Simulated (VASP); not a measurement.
# LiF in VASP: a series of runs

The runs below take LiF through single point, with PBE.

Program: VASP 6.6.1. These are calculated values, not measurements. Logs are shortened: lines on timing, memory, paths and dates and some standing lists are left out, and cuts for length are marked.

**1. The cell of the first run**

The structure is cubic, space group F-43m (No. 216). Conventional cell: a = 4.289 Å, b = 4.289 Å, c = 4.289 Å, α = 90.00°, β = 90.00°, γ = 90.00°. Li (site symmetry -43m) has 4 F at 1.86 Å within 2.5 Å. Within 2.5 Å of F (site symmetry -43m) lie 4 Li at 1.86 Å.

**2. Single point, PBE**

Input file INCAR:

```
PREC = Accurate
ENCUT = 520
EDIFF = 1E-6
ISMEAR = 0
SIGMA = 0.01
LREAL = False
LASPH = True
NELM = 60
ALGO = Normal
ISIF = 2
LWAVE = False
LCHARG = True
GGA = PE
LELF = True
LVHAR = True
NBANDS = 12
```

Input file KPOINTS:

```
regular mesh
0
Gamma
  6 6 6
```

Input file POSCAR:

```
LiF
1.0
    0.0000000000      2.1446105472      2.1446105472
    2.1446105472      0.0000000000      2.1446105472
    2.1446105472      2.1446105472      0.0000000000
Li F
1 1
Direct
    0.0000000000      0.0000000000      0.0000000000
    0.2500000000      0.2500000000      0.2500000000
```

Potentials or basis: VASP PAW PBE potentials, release 64 (Li_sv, F).

Run with:

```console
$ cat potpaw_PBE.64/Li_sv/POTCAR potpaw_PBE.64/F/POTCAR > POTCAR
$ mpirun -np 1 vasp_std > vasp.out
```

OUTCAR:

```text
PREC = Accurate
   ENCUT = 520
   EDIFF = 1E-6
   ISMEAR = 0
   LREAL = False
   LASPH = True
   NELM = 60
   ISIF = 2
   GGA = PE

 ion  position               nearest neighbor table
   1  0.000  0.000  0.000-   2 1.86   2 1.86   2 1.86   2 1.86
   2  0.250  0.250  0.250-   1 1.86   1 1.86   1 1.86   1 1.86

  LATTYP: Found a face centered cubic cell.
 ALAT       =     4.2892210944

  Lattice vectors:

 A1 = (   0.0000000000,   2.1446105472,   2.1446105472)
 A2 = (   2.1446105472,   0.0000000000,   2.1446105472)
 A3 = (   2.1446105472,   2.1446105472,   0.0000000000)

Analysis of symmetry for initial positions (statically):
=====================================================================
 Subroutine PRICEL returns:
 Original cell was already a primitive cell.

 Routine SETGRP: Setting up the symmetry group for a
 face centered cubic supercell.

 Subroutine GETGRP returns: Found 24 space group operations
 (whereof 24 operations were pure point group operations)
 out of a pool of 48 trial point group operations.

The static configuration has the point symmetry T_d .

Analysis of symmetry for dynamics (positions and initial velocities):
=====================================================================
 Subroutine PRICEL returns:
 Original cell was already a primitive cell.

 Routine SETGRP: Setting up the symmetry group for a
 face centered cubic supercell.

 Subroutine GETGRP returns: Found 24 space group operations
 (whereof 24 operations were pure point group operations)
 out of a pool of 48 trial point group operations.

The dynamic configuration has the point symmetry T_d .

 Subroutine INISYM returns: Found 24 space group operations
 (whereof 24 operations are pure point group operations),
 and found     1 'primitive' translations

----------------------------------------------------------------------------------------

                                     Primitive cell

  volume of cell :      19.7276

  direct lattice vectors                    reciprocal lattice vectors
     0.000000000  2.144610547  2.144610547    -0.233142563  0.233142563  0.233142563
     2.144610547  0.000000000  2.144610547     0.233142563 -0.233142563  0.233142563
     2.144610547  2.144610547  0.000000000     0.233142563  0.233142563 -0.233142563

  length of vectors
     3.032937322  3.032937322  3.032937322     0.403814765  0.403814765  0.403814765

  position of ions in fractional coordinates (direct lattice)
     0.000000000  0.000000000  0.000000000
     0.250000000  0.250000000  0.250000000

  ion indices of the primitive-cell ions
   primitive index   ion index
                 1           1
                 2           2

----------------------------------------------------------------------------------------

 KPOINTS: regular mesh

Automatic generation of k-mesh.
 Grid dimensions read from file:
 generate k-points for:    6    6    6

 Generating k-lattice:

  Cartesian coordinates                     Fractional coordinates (reciprocal lattice)
    -0.038857094  0.038857094  0.038857094     0.166666667  0.000000000  0.000000000
     0.038857094 -0.038857094  0.038857094     0.000000000  0.166666667  0.000000000
     0.038857094  0.038857094 -0.038857094     0.000000000  0.000000000  0.166666667

  Length of vectors
     0.067302461  0.067302461  0.067302461

  Shift w.r.t. Gamma in fractional coordinates (k-lattice)
     0.000000000  0.000000000  0.000000000

 Subroutine IBZKPT returns following result:
 ===========================================

 Found     16 irreducible k-points:

 Following reciprocal coordinates:
            Coordinates               Weight
  0.000000  0.000000  0.000000      1.000000
  0.166667  0.000000  0.000000      8.000000
  0.333333  0.000000  0.000000      8.000000
  0.500000  0.000000  0.000000      4.000000
  0.166667  0.166667  0.000000      6.000000
  0.333333  0.166667  0.000000     24.000000
[... 8 lines left out ...]
 -0.333333  0.333333  0.166667     24.000000
 -0.333333  0.500000  0.166667     12.000000
   k-points           NKPTS =     16   k-points in BZ     NKDIM =     16   number of bands    NBANDS=     12
   number of dos      NEDOS =    301   number of ions     NIONS =      2
   total plane-waves  NPLWV =  13824
   dimension x,y,z NGX =    24 NGY =   24 NGZ =   24
   dimension x,y,z NGXF=    48 NGYF=   48 NGZF=   48
   ions per type =               1   1
   NGX,Y,Z   is equivalent  to a cutoff of  13.16, 13.16, 13.16 a.u.
   NGXF,Y,Z  is equivalent  to a cutoff of  26.31, 26.31, 26.31 a.u.
 SYSTEM =  unknown system
   PREC   = accura    normal or accurate (medium, high low for compatibility)
   ISTART =      0    job   : 0-new  1-cont  2-samecut
   ICHARG =      2    charge: 1-file 2-atom 10-const
   ISPIN  =      1    spin polarized calculation?
   LNONCOLLINEAR =      F non collinear calculations
   LSORBIT =      F    spin-orbit coupling
   LASPH  =      T    aspherical Exc in radial PAW
[... 22 lines left out ...]
     AMIX_MAG =   1.60;   BMIX_MAG =  1.00
  volume/ion in A,a.u.               =       9.86        66.56
  Fermi-wavevector in a.u.,A,eV,Ry     =   1.305318  2.466694 23.182363  1.703856
  Thomas-Fermi vector in A             =   2.436195
   LORBIT       =      0    0 simple, 1 ext, 2 COOP (PROOUT), +10 PAW based schemes
   GGA     = PE    functional components
   LHFCALC =     F    Hartree Fock is set to
   AEXX    =    0.0000 exact exchange contribution
   IVDW    =     0    specifies the selected vdW correction
   LEPSILON=     F    determine dielectric tensor
   LRPA    =     F    only Hartree local field effects (RPA)
 non-spin polarized calculation
 Gauss-broadening in eV      SIGMA  =   0.01
  energy-cutoff  :      520.00
  volume of cell :       19.73
 maximum number of plane-waves:       544
 NGX is ok and might be reduce to    24
   NGX = 11   NGY = 11   NGZ = 11

 number of electron      10.0000000 magnetization

 number of electron       9.9999987 magnetization

 Free energy of the ion-electron system (eV)
  ---------------------------------------------------
  ext. energy  EPLUGINS =         0.00000000
  ---------------------------------------------------
  free energy    TOTEN  =        -9.61752376 eV

  energy without entropy =       -9.61752376  energy(sigma->0) =       -9.61752376

 E-fermi :  -2.4730     XC(G=0):  -8.8653

 val. band max:       -2.5292835925   @ k =   0.0000   0.0000   0.0000
 cond. band min:       5.3887475779   @ k =   0.0000   0.0000   0.0000
 fundamental gap:      7.9180311704
 Fermi energy:        -2.4729860230

 k-point     1 :       0.0000    0.0000    0.0000
  band No.  band energies     occupation
      1     -42.8660      2.00000
      2     -21.8695      2.00000
      3      -2.5293      2.00000
      4      -2.5293      2.00000
      5      -2.5293      2.00000
      6       5.3887      0.00000
      7      16.9641      0.00000
      8      16.9641      0.00000
      9      16.9642      0.00000
     10      25.6206      0.00000
     11      25.6206      0.00000
     12      25.6206      0.00000

 k-point     2 :       0.1667    0.0000    0.0000
  band No.  band energies     occupation
      1     -42.8565      2.00000
      2     -21.8255      2.00000
      3      -3.0929      2.00000
      4      -2.5969      2.00000
      5      -2.5969      2.00000
      6       6.1449      0.00000
      7      16.2527      0.00000
      8      17.0752      0.00000
      9      17.0753      0.00000
     10      23.6395      0.00000
     11      23.6395      0.00000
     12      23.8401      0.00000

 k-point     3 :       0.3333    0.0000    0.0000
  band No.  band energies     occupation
      1     -42.8373      2.00000
      2     -21.7329      2.00000
      3      -4.0822      2.00000
      4      -2.7270      2.00000
      5      -2.7270      2.00000
      6       7.9530      0.00000
      7      14.1075      0.00000
      8      16.8686      0.00000
      9      16.8687      0.00000
     10      23.4904      0.00000
     11      23.4904      0.00000
     12      23.8802      0.00000
[... 166 lines left out ...]
 k-point    15 :      -0.3333    0.3333    0.1667
  band No.  band energies     occupation
      1     -42.8183      2.00000
      2     -21.6412      2.00000
      3      -4.1714      2.00000
      4      -3.3471      2.00000
      5      -3.1142      2.00000
      6       9.7548      0.00000
      7      12.2091      0.00000
      8      15.5125      0.00000
      9      17.4785      0.00000
     10      20.5221      0.00000
     11      25.4737      0.00000
     12      27.7736      0.00000

 k-point    16 :      -0.3333    0.5000    0.1667
  band No.  band energies     occupation
      1     -42.8152      2.00000
      2     -21.6276      2.00000
      3      -3.9784      2.00000
      4      -3.4617      2.00000
      5      -3.3067      2.00000
      6       9.1163      0.00000
      7      13.1568      0.00000
      8      14.9850      0.00000
      9      17.5935      0.00000
     10      19.9992      0.00000
     11      26.3990      0.00000
     12      27.6536      0.00000

------------------------ aborting loop because EDIFF is reached ----------------------------------------

  FORCE on cell =-STRESS in cart. coord.  units (eV):
  Direction    XX          YY          ZZ          XY          YZ          ZX
  --------------------------------------------------------------------------------------
  -------------------------------------------------------------------------------------
  Total        0.3489873      0.3489873      0.3489873      0.0000000      0.0000000      0.0000000
  in kB       28.3429362     28.3429362     28.3429362      0.0000000      0.0000000      0.0000000
  external PRESSURE =      28.3429362 kB  Pullay stress =       0.0000000 kB

 VOLUME and BASIS-vectors are now :
 -----------------------------------------------------------------------------
  energy-cutoff  :      520.00
  volume of cell :       19.73
      direct lattice vectors                 reciprocal lattice vectors
     0.000000000  2.144610547  2.144610547    -0.233142563  0.233142563  0.233142563
     2.144610547  0.000000000  2.144610547     0.233142563 -0.233142563  0.233142563
     2.144610547  2.144610547  0.000000000     0.233142563  0.233142563 -0.233142563

 POSITION                                       TOTAL-FORCE (eV/Angst)
 -----------------------------------------------------------------------------------
      0.00000      0.00000      0.00000        -0.000000      0.000000      0.000000
      1.07231      1.07231      1.07231         0.000000     -0.000000     -0.000000
 -----------------------------------------------------------------------------------
    total drift:                               -0.000000     -0.000000     -0.000000

  FREE ENERGIE OF THE ION-ELECTRON SYSTEM (eV)
  ---------------------------------------------------
  free  energy   TOTEN  =        -9.6175237612 eV

  energy  without entropy=       -9.6175237612  energy(sigma->0) =       -9.61752376
```

Wall time 10 s (1 thread of AMD EPYC 7R13, shared host); peak memory 0.1 GiB.

Results:

```
Free energy            : -9.6175 eV
Band gap on the k mesh : 7.92 eV, direct
```

Levels at points of the mesh, in eV from the valence-band top:
| k point | band 2 | band 3 | band 4 | band 5 | band 6 | band 7 | band 8 | band 9 |
| --- | --- | --- | --- | --- | --- | --- | --- | --- |
| (0.00, 0.00, 0.00) | -19.34 | 0.00 | 0.00 | 0.00 | 7.92 | 19.49 | 19.49 | 19.49 |
| (0.50, 0.00, 0.00) | -19.16 | -2.00 | -0.26 | -0.26 | 11.96 | 14.98 | 19.13 | 19.13 |
| (0.50, 0.50, 0.00) | -19.10 | -1.41 | -0.81 | -0.81 | 10.60 | 15.98 | 19.53 | 19.53 |

Caveat: the k points lie up to 0.42 Å⁻¹ apart; the cutoff is under 1.25 times the usual one of these potentials, so pressure, stress and relaxed cells hold a basis-set (Pulay) error.

**3. Single point, PBE (strain -1.5%)**

Input file INCAR:

```
SYSTEM = LiF
ALGO = Normal
EDIFF = 1E-6
ENCUT = 520
GGA = PE
ISIF = 2
ISMEAR = 0
LASPH = .True.
LCHARG = .True.
LELF = .True.
LREAL = .False.
LVHAR = .True.
LWAVE = .False.
NBANDS = 12
NELM = 80
PREC = Accurate
SIGMA = 0.01
```

Input file KPOINTS:

```
k-points
0
Gamma
  6 6 6
  0 0 0
```

Input file POSCAR:

```
LiF
1.0
    0.0000000000      2.1124413890      2.1124413890
    2.1124413890      0.0000000000      2.1124413890
    2.1124413890      2.1124413890      0.0000000000
Li F
1 1
Direct
    0.0000000000      0.0000000000      0.0000000000
    0.2500000000      0.2500000000      0.2500000000
```

Potentials or basis: VASP PAW PBE potentials, release 64 (Li_sv, F).

Run with:

```console
$ cat potpaw_PBE.64/Li_sv/POTCAR potpaw_PBE.64/F/POTCAR > POTCAR
$ mpirun -np 1 vasp_std > vasp.out
```

Run time: 11 s. Hardware: 1 thread of AMD EPYC 7R13, shared host; peak memory 0.1 GiB.

The run converged. Its results:

| Property | Result |
| --- | --- |
| Free energy | -9.5914 eV |
| Band gap on the k mesh | 8.17 eV, direct |

Levels at points of the mesh, in eV from the valence-band top:
| k point | band 3 | band 4 | band 5 | band 6 | band 7 | band 8 |
| --- | --- | --- | --- | --- | --- | --- |
| (0.00, 0.00, 0.00) | 0.00 | 0.00 | 0.00 | 8.17 | 19.89 | 19.89 |
| (0.50, 0.00, 0.00) | -2.12 | -0.28 | -0.28 | 12.26 | 15.42 | 19.52 |
| (0.50, 0.50, 0.00) | -1.49 | -0.86 | -0.86 | 10.74 | 16.33 | 20.05 |

Caveat: the k points lie up to 0.43 Å⁻¹ apart; the cell differs from its parent crystal (strain -1.5%); the cutoff is under 1.25 times the usual one of these potentials, so pressure, stress and relaxed cells hold a basis-set (Pulay) error.

**4. Single point, PBE (strain along [111] -3.0%)**

Input file INCAR:

```
  ALGO = Normal
  EDIFF = 1E-6
  ENCUT = 520
  GGA = PE
  ISIF = 2
  ISMEAR = 0
  LASPH = T
  LCHARG = F
  LREAL = F
  LWAVE = F
  NBANDS = 12
  NELM = 100
  PREC = Accurate
  SIGMA = 0.01
```

Input file KPOINTS:

```
k-points
0
Gamma
  6 6 6
```

Input file POSCAR:

```
LiF
1.0
   -0.0428922109      2.1017183363      2.1017183363
    2.1017183363     -0.0428922109      2.1017183363
    2.1017183363      2.1017183363     -0.0428922109
Li F
1 1
Direct
   -0.0020425272     -0.0020425272     -0.0020425272
    0.2520425272      0.2520425272      0.2520425272
```

Run with:

```console
$ cat potpaw_PBE.64/Li_sv/POTCAR potpaw_PBE.64/F/POTCAR > POTCAR
$ mpirun -np 1 vasp_std > vasp.out
```

Run time: 16 s. Hardware: 1 thread of AMD EPYC 7R13, shared host; peak memory 0.1 GiB.

The run converged. Its results:

- Free energy: -9.5992 eV
- Largest force: 0.012 eV/Å
- Band gap on the k mesh: 8.01 eV, direct

Forces on the atoms (eV/Å):
```
Li  -0.007 -0.007 -0.007
F    0.007  0.007  0.007
```

Levels at points of the mesh, in eV from the valence-band top:
```csv
k point,band 2,band 3,band 4,band 5,band 6,band 7,band 8,band 9
"(0.00, 0.00, 0.00)",-19.47,-0.11,-0.11,0.00,8.01,19.46,19.46,20.14
"(0.50, 0.00, 0.00)",-19.28,-2.16,-0.36,-0.29,12.03,15.15,19.34,19.53
"(0.50, 0.50, 0.00)",-19.22,-1.54,-0.99,-0.85,10.61,16.13,19.60,20.00
"(0.50, 0.50, 0.50)",-19.24,-2.17,-0.42,-0.42,12.24,15.29,18.97,18.97
```

Caveat: the k points lie up to 0.42 Å⁻¹ apart; the cell differs from its parent crystal (strain along [111] -3.0%); the cutoff is under 1.25 times the usual one of these potentials, so pressure, stress and relaxed cells hold a basis-set (Pulay) error.

**5. Single point, PBE (uniaxial x strain +4.0%)**

Input file INCAR:

```
ALGO     = Normal         # electronic algorithm
EDIFF    = 1E-6           # SCF threshold, eV
ENCUT    = 520            # plane-wave cutoff, eV
GGA      = PE             # functional
ISIF     = 2              # what is computed and relaxed
ISMEAR   = 0              # smearing method
LASPH    = True           # aspherical terms in the spheres
LCHARG   = False          # write CHGCAR
LREAL    = False          # projectors in reciprocal space
LWAVE    = False          # write WAVECAR
NBANDS   = 12             # bands
NELM     = 100            # most SCF steps
PREC     = Accurate       # precision mode
SIGMA    = 0.01           # smearing width, eV
```

KPOINTS is that of step 4.

Input file POSCAR:

```
LiF
1.0
    0.0000000000      2.1446105472      2.1446105472
    2.2303949691      0.0000000000      2.1446105472
    2.2303949691      2.1446105472      0.0000000000
Li F
1 1
Direct
    0.0000000000      0.0000000000      0.0000000000
    0.2500000000      0.2500000000      0.2500000000
```

Run with:

```console
$ cat potpaw_PBE.64/Li_sv/POTCAR potpaw_PBE.64/F/POTCAR > POTCAR
$ mpirun -np 1 vasp_std > vasp.out
```

Run time: 15 s. Hardware: 1 thread of AMD EPYC 7R13, shared host; peak memory 0.1 GiB.

Results (log left out):

```
Free energy            : -9.6263 eV
Band gap on the k mesh : 7.68 eV, direct
```

Levels at points of the mesh, in eV from the valence-band top:
```csv
k point,band 2,band 3,band 4,band 5,band 6,band 7,band 8,band 9
"(0.00, 0.00, 0.00)",-19.30,-0.07,0.00,0.00,7.68,19.13,19.13,19.15
"(0.50, 0.00, 0.00)",-19.13,-1.92,-0.33,-0.20,11.68,14.58,18.50,19.09
"(0.50, 0.50, 0.00)",-19.06,-1.34,-0.84,-0.81,10.47,15.76,18.67,19.22
"(0.00, 0.50, 0.50)",-19.11,-1.41,-0.69,-0.69,10.42,15.43,19.31,19.31
```

Caveat: the cell differs from its parent crystal (uniaxial x strain +4.0%); the cutoff is under 1.25 times the usual one of these potentials, so pressure, stress and relaxed cells hold a basis-set (Pulay) error.

**6. Single point, PBE (epitaxial 111 strain +1.5%)**

Input file INCAR:

```
  PREC = Accurate
  ENCUT = 520
  EDIFF = 1E-6
  ISMEAR = 0
  SIGMA = 0.01
  LREAL = F
  LASPH = T
  NELM = 60
  ALGO = Normal
  ISIF = 2
  LWAVE = F
  LCHARG = F
  GGA = PE
  NBANDS = 12
```

Input file KPOINTS:

```
Automatic mesh
0
Gamma
  6 6 6
```

Input file POSCAR:

```
LiF
1.0
   -0.0340233966      2.1427563089      2.1427563089
    2.1427563089     -0.0340233966      2.1427563089
    2.1427563089      2.1427563089     -0.0340233966
Li F
1 1
Direct
   -0.0014544759     -0.0014544759     -0.0014544759
    0.2514544759      0.2514544759      0.2514544759
```

Potentials or basis: VASP PAW PBE potentials, release 64 (Li_sv, F).

Run with:

```console
$ cat potpaw_PBE.64/Li_sv/POTCAR potpaw_PBE.64/F/POTCAR > POTCAR
$ mpirun -np 1 vasp_std > vasp.out
```

Wall time 16 s (1 thread of AMD EPYC 7R13, shared host); peak memory 0.1 GiB.

Results (log left out):

| Quantity | Value |
| --- | --- |
| Free energy | -9.6228 eV |
| Largest force | 0.006 eV/Å |
| Band gap on the k mesh | 7.75 eV, direct |

Forces on the atoms (eV/Å):
```
Li  -0.003 -0.003 -0.003
F    0.003  0.003  0.003
```

Levels at points of the mesh, in eV from the valence-band top:
```csv
k point,band 3,band 4,band 5,band 6,band 7,band 8
"(0.00, 0.00, 0.00)",-0.08,-0.08,0.00,7.75,19.09,19.09
"(0.50, 0.00, 0.00)",-2.00,-0.31,-0.27,11.73,14.69,18.92
"(0.50, 0.50, 0.00)",-1.43,-0.88,-0.78,10.48,15.76,19.09
"(0.50, 0.50, 0.50)",-2.01,-0.36,-0.36,11.89,14.81,18.65
```

Caveat: the cell differs from its parent crystal (epitaxial 111 strain +1.5%); the cutoff is under 1.25 times the usual one of these potentials, so pressure, stress and relaxed cells hold a basis-set (Pulay) error.

**7. Overview**

| cell | gap on the mesh (eV) | largest force (eV/Å) |
| --- | --- | --- |
| a = 3.033 Å, angles 60.0°, 2 atoms | 7.92 | - |
| a = 2.987 Å, angles 60.0°, 2 atoms | 8.17 | - |
| a = 2.973 Å, angles 61.3°, 2 atoms | 8.01 | 0.01 |
| a = 3.033, b = 3.094, c = 3.094 Å, angles 58.7, 60.7, 60.7°, 2 atoms | 7.68 | - |
| a = 3.031 Å, angles 61.0°, 2 atoms | 7.75 | 0.01 |

Alike in all rows: task single point; level PBE; potentials or basis VASP PAW PBE potentials, release 64 (Li_sv, F); no spin polarisation; k mesh 6 × 6 × 6; cutoff (eV) 520; smearing gaussian 0.01 eV.

Caveats: some runs use coarse meshes; the cutoff is under 1.25 times the usual one of these potentials, so pressure, stress and relaxed cells hold a basis-set (Pulay) error.

Total energies depend on the potentials used, so only differences within one code and one set of settings carry meaning.
